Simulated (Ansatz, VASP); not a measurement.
**InP in VASP and in Ansatz**

```
In P
1.0
     0.00000    2.96838    3.02425
     2.96838    0.00000    3.02425
     2.96838    2.96838    0.00000
In P
1 1
Direct
  0.00000 0.00000 0.00000
  0.25000 0.25000 0.25000
```

Change from the starting cell: strained cell.

Alike in both runs: task relaxation of the atoms; functional PBE; k mesh 8 × 8 × 8; occupations gaussian, width 0.02 eV; no spin polarisation.

|  | VASP | Ansatz |
| --- | --- | --- |
| version | VASP 6.6.1 | Ansatz 0.2.0 |
| potentials or method | VASP PAW PBE potentials, release 64 (In_d, P), cutoff 450 eV | scalar-relativistic, plane waves, PAW |
| valence electrons in the cell | 18 | 18 |

|  | VASP | Ansatz | Ansatz less VASP |
| --- | --- | --- | --- |
| gap on the k mesh at the Fermi level, each at its own relaxed structure (eV) | 0.37 | 0.37 | +0.003 |

Ansatz's warnings: stress scf threshold loose.

Noted on VASP's run: the relaxation stopped at its first step, so nothing moved.
